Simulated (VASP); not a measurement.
# Li (Fm-3m) in VASP: a series of runs

The runs below take Li through relaxation of cell and atoms, single point, with PBE+D3(BJ).

All numbers are computed with VASP 6.6.1; they aren't measurements. Logs are shortened: lines on timing, memory, paths and dates and some standing lists are left out, and cuts for length are marked.

## (1) The cell of the first run

The structure is cubic, space group Fm-3m (No. 225). The conventional cell has a = 4.177 Å, b = 4.177 Å, c = 4.177 Å, α = 90.00°, β = 90.00°, γ = 90.00°. Within 3.9 Å of Li (site symmetry m-3m) lie 12 Li at 2.95 Å.

## (2) Relaxation of cell and atoms, PBE+D3(BJ)

INCAR reads:

```
ALGO = Normal
EDIFF = 1E-6
EDIFFG = -0.005
ENCUT = 600
GGA = PE
IBRION = 2
ISIF = 3
ISMEAR = 0
IVDW = 12
LASPH = True
LCHARG = False
LREAL = False
LWAVE = False
NELM = 100
NSW = 100
PREC = Accurate
SIGMA = 0.1
```

KPOINTS reads:

```
k-points
0
Gamma
  18 18 18
```

POSCAR reads:

```
Li
1.0
    0.0000000000      2.0886081792      2.0886081792
    2.0886081792      0.0000000000      2.0886081792
    2.0886081792      2.0886081792      0.0000000000
Li
1
Direct
    0.0000000000      0.0000000000      0.0000000000
```

Potentials or basis: VASP PAW PBE potentials, release 64 (Li_sv).

Started as:

```sh
cat potpaw_PBE.64/Li_sv/POTCAR > POTCAR
mpirun -np 1 vasp_std > vasp.out
```

OUTCAR:

```text
EDIFF = 1E-6
   EDIFFG = -0.005
   ENCUT = 600
   GGA = PE
   IBRION = 2
   ISIF = 3
   ISMEAR = 0
   IVDW = 12
   LASPH = True
   LREAL = False
   NELM = 100
   NSW = 100
   PREC = Accurate
 IVDW          = 12

 ion  position               nearest neighbor table
   1  0.000  0.000  0.000-

  LATTYP: Found a face centered cubic cell.
 ALAT       =     4.1772163584

  Lattice vectors:

 A1 = (   0.0000000000,   2.0886081792,   2.0886081792)
 A2 = (   2.0886081792,   0.0000000000,   2.0886081792)
 A3 = (   2.0886081792,   2.0886081792,   0.0000000000)

Analysis of symmetry for initial positions (statically):
=====================================================================
 Subroutine PRICEL returns:
 Original cell was already a primitive cell.

 Routine SETGRP: Setting up the symmetry group for a
 face centered cubic supercell.

 Subroutine GETGRP returns: Found 48 space group operations
 (whereof 48 operations were pure point group operations)
 out of a pool of 48 trial point group operations.

The static configuration has the point symmetry O_h .

Analysis of symmetry for dynamics (positions and initial velocities):
=====================================================================
 Subroutine PRICEL returns:
 Original cell was already a primitive cell.

 Routine SETGRP: Setting up the symmetry group for a
 face centered cubic supercell.

 Subroutine GETGRP returns: Found 48 space group operations
 (whereof 48 operations were pure point group operations)
 out of a pool of 48 trial point group operations.

The dynamic configuration has the point symmetry O_h .

 Subroutine INISYM returns: Found 48 space group operations
 (whereof 48 operations are pure point group operations),
 and found     1 'primitive' translations

----------------------------------------------------------------------------------------

                                     Primitive cell

  volume of cell :      18.2222

  direct lattice vectors                    reciprocal lattice vectors
     0.000000000  2.088608179  2.088608179    -0.239393872  0.239393872  0.239393872
     2.088608179  0.000000000  2.088608179     0.239393872 -0.239393872  0.239393872
     2.088608179  2.088608179  0.000000000     0.239393872  0.239393872 -0.239393872

  length of vectors
     2.953738014  2.953738014  2.953738014     0.414642350  0.414642350  0.414642350

  position of ions in fractional coordinates (direct lattice)
     0.000000000  0.000000000  0.000000000

  ion indices of the primitive-cell ions
   primitive index   ion index
                 1           1

----------------------------------------------------------------------------------------

 KPOINTS: k-points

Automatic generation of k-mesh.
 Grid dimensions read from file:
 generate k-points for:   18   18   18

 Generating k-lattice:

  Cartesian coordinates                     Fractional coordinates (reciprocal lattice)
    -0.013299660  0.013299660  0.013299660     0.055555556  0.000000000  0.000000000
     0.013299660 -0.013299660  0.013299660     0.000000000  0.055555556  0.000000000
     0.013299660  0.013299660 -0.013299660     0.000000000  0.000000000  0.055555556

  Length of vectors
     0.023035686  0.023035686  0.023035686

  Shift w.r.t. Gamma in fractional coordinates (k-lattice)
     0.000000000  0.000000000  0.000000000

 Subroutine IBZKPT returns following result:
 ===========================================

 Found    195 irreducible k-points:

 Following reciprocal coordinates:
            Coordinates               Weight
  0.000000  0.000000  0.000000      1.000000
  0.055556  0.000000  0.000000      8.000000
  0.111111  0.000000  0.000000      8.000000
  0.166667  0.000000  0.000000      8.000000
  0.222222  0.000000  0.000000      8.000000
  0.277778  0.000000  0.000000      8.000000
[... 16 lines left out ...]
 -0.277778  0.055556  0.000000     24.000000
 -0.222222  0.055556  0.000000     24.000000
 [... further k-points ...]
   k-points           NKPTS =    195   k-points in BZ     NKDIM =    195   number of bands    NBANDS=      5
   number of dos      NEDOS =    301   number of ions     NIONS =      1
   total plane-waves  NPLWV =  13824
   dimension x,y,z NGX =    24 NGY =   24 NGZ =   24
   dimension x,y,z NGXF=    48 NGYF=   48 NGZF=   48
   ions per type =               1
   NGX,Y,Z   is equivalent  to a cutoff of  13.51, 13.51, 13.51 a.u.
   NGXF,Y,Z  is equivalent  to a cutoff of  27.02, 27.02, 27.02 a.u.
 SYSTEM =  unknown system
   PREC   = accura    normal or accurate (medium, high low for compatibility)
   ISTART =      0    job   : 0-new  1-cont  2-samecut
   ICHARG =      2    charge: 1-file 2-atom 10-const
   ISPIN  =      1    spin polarized calculation?
   LNONCOLLINEAR =      F non collinear calculations
   LSORBIT =      F    spin-orbit coupling
   LASPH  =      T    aspherical Exc in radial PAW
   ENCUT  =  600.0 eV  44.10 Ry    6.64 a.u.   5.90  5.90  5.90*2*pi/ulx,y,z
   NELM   =    100;   NELMIN=  2; NELMDL= -5     # of ELM steps
   EDIFF  = 0.1E-05   stopping-criterion for ELM
   LREAL  =      F    real-space projection
   EDIFFG = -.5E-02   stopping-criterion for IOM
   NSW    =    100    number of steps for IOM
   IBRION =      2    ionic relax: 0-MD 1-quasi-New 2-CG
   NFREE  =      1    steps in history (QN), initial steepest desc. (CG)
   ISIF   =      3    stress and relaxation
   ISYM   =      2    0-nonsym 1-usesym 2-fastsym
   POTIM  = 0.5000    time-step for ionic-motion
   TEBEG  =    0.0;   TEEND  =   0.0 temperature during run
   PSTRESS=    0.0 pullay stress
   NELECT =       3.0000    total number of electrons
   NUPDOWN=      -1.0000    fix difference up-down
   EMIN   =  10.00;   EMAX   =-10.00  energy-range for DOS
   EFERMI =   0.00;   METHOD = LEGACY
   ISMEAR =     0;   SIGMA  =   0.10  broadening in eV -4-tet -1-fermi 0-gaus
   EFERMI_NEDOS =   21; number of points for ismear=-14 and -15
   IALGO  =     38    algorithm
   IMIX   =      4    mixing-type and parameters
     AMIX     =   0.40;   BMIX     =  1.00
     AMIX_MAG =   1.60;   BMIX_MAG =  1.00
  volume/ion in A,a.u.               =      18.22       122.97
  Fermi-wavevector in a.u.,A,eV,Ry     =   0.897253  1.695562 10.953548  0.805063
  Thomas-Fermi vector in A             =   2.019814
   LORBIT       =      0    0 simple, 1 ext, 2 COOP (PROOUT), +10 PAW based schemes
   GGA     = PE    functional components
   LHFCALC =     F    Hartree Fock is set to
   AEXX    =    0.0000 exact exchange contribution
   IVDW    =    12    specifies the selected vdW correction
   LEPSILON=     F    determine dielectric tensor
   LRPA    =     F    only Hartree local field effects (RPA)
 conjugate gradient relaxation of ions
 non-spin polarized calculation
 Gauss-broadening in eV      SIGMA  =   0.10
  energy-cutoff  :      600.00
  volume of cell :       18.22
 maximum number of plane-waves:       620
   NGX = 11   NGY = 11   NGZ = 11

--------------------------------------- Ionic step        1  -------------------------------------------

 number of electron       3.0000005 magnetization

 Free energy of the ion-electron system (eV)
  ---------------------------------------------------
  ext. energy  EPLUGINS =         0.00000000
  ---------------------------------------------------
  free energy    TOTEN  =        -1.89846654 eV

  energy without entropy =       -1.89691871  energy(sigma->0) =       -1.89769262

------------------------ aborting loop because EDIFF is reached ----------------------------------------

 Edisp (eV)   -0.18813

 E8    (eV) :    -0.0782

  FORCE on cell =-STRESS in cart. coord.  units (eV):
  Direction    XX          YY          ZZ          XY          YZ          ZX
  --------------------------------------------------------------------------------------
  -------------------------------------------------------------------------------------
  Total      -0.01419    -0.01419    -0.01419     0.00000     0.00000    -0.00000
  in kB      -1.24745    -1.24745    -1.24745     0.00000     0.00000    -0.00000
  external pressure =       -1.25 kB  Pullay stress =        0.00 kB

 VOLUME and BASIS-vectors are now :
 -----------------------------------------------------------------------------
  energy-cutoff  :      600.00
  volume of cell :       18.22
      direct lattice vectors                 reciprocal lattice vectors
     0.000000000  2.088608179  2.088608179    -0.239393872  0.239393872  0.239393872
     2.088608179  0.000000000  2.088608179     0.239393872 -0.239393872  0.239393872
     2.088608179  2.088608179  0.000000000     0.239393872  0.239393872 -0.239393872
[... 40 lines left out ...]
 POSITION                                       TOTAL-FORCE (eV/Angst)
 -----------------------------------------------------------------------------------
      2.08718      2.08718      0.00000        -0.000000     -0.000000     -0.000000
 -----------------------------------------------------------------------------------
    total drift:                                0.000000      0.000000     -0.000000

  FREE ENERGIE OF THE ION-ELECTRON SYSTEM (eV)
  ---------------------------------------------------
  free  energy   TOTEN  =        -2.0866228518 eV

  energy  without entropy=       -2.0850786403  energy(sigma->0) =       -2.08585075

--------------------------------------- Ionic step        3  -------------------------------------------

 number of electron       3.0000006 magnetization

 Free energy of the ion-electron system (eV)
  ---------------------------------------------------
  ext. energy  EPLUGINS =         0.00000000
  ---------------------------------------------------
  free energy    TOTEN  =        -1.89719837 eV

  energy without entropy =       -1.89566264  energy(sigma->0) =       -1.89643051

 E-fermi :   0.9633     XC(G=0):  -7.3268

 val. band max:        0.9587584184   @ k =   0.5000   0.2222   0.0556
 cond. band min:       1.0155162628   @ k =   0.5000   0.1111   0.0000
 fundamental gap:      0.0567578444
 Fermi energy:         0.9632782684

 k-point     1 :       0.0000    0.0000    0.0000
  band No.  band energies     occupation
      1     -45.3827      2.00000
      2      -2.7466      2.00000
      3      16.5053      0.00000
      4      16.5054      0.00000
      5      16.5054      0.00000

 k-point     2 :       0.0556    0.0000    0.0000
  band No.  band energies     occupation
      1     -45.3818      2.00000
      2      -2.6895      2.00000
      3      15.8129      0.00000
      4      16.3594      0.00000
      5      16.3595      0.00000

 k-point     3 :       0.1111    0.0000    0.0000
  band No.  band energies     occupation
      1     -45.3793      2.00000
      2      -2.5175      2.00000
      3      14.2002      0.00000
      4      16.0178      0.00000
      5      16.0179      0.00000
[... 153 lines left out ...]
 k-point    23 :      -0.2778    0.0556    0.0000
  band No.  band energies     occupation
      1     -45.3640      2.00000
      2      -1.0750      2.00000
      3       8.2142      0.00000
      4      13.9499      0.00000
      5      15.4994      0.00000

 k-point    24 :      -0.2222    0.0556    0.0000
  band No.  band energies     occupation
      1     -45.3688      2.00000
      2      -1.6207      2.00000
      3       9.9021      0.00000
      4      14.1401      0.00000
      5      15.8543      0.00000

 [... further k-points ...]

------------------------ aborting loop because EDIFF is reached ----------------------------------------

 Edisp (eV)   -0.18946

 E8    (eV) :    -0.0788

  FORCE on cell =-STRESS in cart. coord.  units (eV):
  Direction    XX          YY          ZZ          XY          YZ          ZX
  --------------------------------------------------------------------------------------
  -------------------------------------------------------------------------------------
  Total      -0.00188    -0.00188    -0.00188     0.00000     0.00000     0.00000
  in kB      -0.16619    -0.16619    -0.16619     0.00000     0.00000     0.00000
  external pressure =       -0.17 kB  Pullay stress =        0.00 kB

 VOLUME and BASIS-vectors are now :
 -----------------------------------------------------------------------------
  energy-cutoff  :      600.00
  volume of cell :       18.10
      direct lattice vectors                 reciprocal lattice vectors
     0.000000000  2.083795418  2.083795418    -0.239946780  0.239946780  0.239946780
     2.083795418  0.000000000  2.083795418     0.239946780 -0.239946780  0.239946780
     2.083795418  2.083795418  0.000000000     0.239946780  0.239946780 -0.239946780

 POSITION                                       TOTAL-FORCE (eV/Angst)
 -----------------------------------------------------------------------------------
      0.00000      0.00000      0.00000         0.000000      0.000000      0.000000
 -----------------------------------------------------------------------------------
    total drift:                                0.000000      0.000000     -0.000000

  FREE ENERGIE OF THE ION-ELECTRON SYSTEM (eV)
  ---------------------------------------------------
  free  energy   TOTEN  =        -2.0866535110 eV

  energy  without entropy=       -2.0851177757  energy(sigma->0) =       -2.08588564

 reached required accuracy - stopping structural energy minimisation
```

Run time: 22 s. Hardware: 1 thread of Intel Xeon Platinum 8124M at 3.00GHz (Skylake/Cascade Lake), shared host; peak memory 0.15 GiB.

Results:

| Property | Result |
| --- | --- |
| Free energy | -2.0867 eV |
| Relaxed volume | 18.10 Å³/atom |
| Relaxed cell | a = 2.947 Å, b = 2.947 Å, c = 2.947 Å, α = 60.00°, β = 60.00°, γ = 60.00° |
| Space group after relaxing (to 0.05 Å) | Fm-3m (No. 225) |
| Energy gained by relaxing | 0.1 meV/atom |
| Ionic steps | 3 |
| Pressure after relaxing | 0.0 GPa |
| Dispersion energy per atom | -0.189 eV |

Final structure:
```yaml
crystal:
  lattice:
    - [0.00000, 2.08380, 2.08380]
    - [2.08380, 0.00000, 2.08380]
    - [2.08380, 2.08380, 0.00000]
  atoms:
    - { symbol: Li, position: [0.00000, 0.00000, 0.00000] }
```

Caveat: the cutoff is under 1.25 times the usual one of these potentials, so pressure, stress and relaxed cells hold a basis-set (Pulay) error; pairwise dispersion overbinds metals, which lowers pressure and volume.

## (3) Single point, PBE+D3(BJ)

INCAR reads:

```
SYSTEM = Li
PREC = Accurate
ENCUT = 520
EDIFF = 1E-6
ISMEAR = 0
SIGMA = 0.1
LREAL = .False.
LASPH = .True.
NELM = 100
ALGO = Normal
ISIF = 2
LWAVE = .False.
LCHARG = .True.
GGA = PE
IVDW = 12
LELF = .True.
LVHAR = .True.
NBANDS = 8
```

KPOINTS reads:

```
regular mesh
0
Gamma
  16 16 16
  0 0 0
```

POSCAR is that of step 2.

Potentials or basis: VASP PAW PBE potentials, release 64 (Li_sv).

Started as:

```sh
cat potpaw_PBE.64/Li_sv/POTCAR > POTCAR
mpirun -np 1 vasp_std > vasp.out
```

Run time: 11 s. Hardware: 1 thread of Intel Xeon Platinum 8124M at 3.00GHz (Skylake/Cascade Lake), shared host; peak memory 0.14 GiB.

Results (log left out):

```
Free energy                : -2.0870 eV
Dispersion energy per atom : -0.188 eV
```

Levels at points of the mesh, in eV from the Fermi level:
```
           k point  band 1  band 2  band 3  band 4  band 5  band 6  band 7
(0.00, 0.00, 0.00)  -46.33   -3.67   15.50   15.50   15.50   19.55   19.55
(0.50, 0.00, 0.00)  -46.30   -0.04    3.32   13.63   13.63   17.76   17.76
(0.50, 0.50, 0.00)  -46.29    1.63    5.13    9.08    9.08   11.37   16.86
```

Caveat: the cutoff is under 1.25 times the usual one of these potentials, so pressure, stress and relaxed cells hold a basis-set (Pulay) error; pairwise dispersion overbinds metals, which lowers pressure and volume.

[end of part 1 of 2]
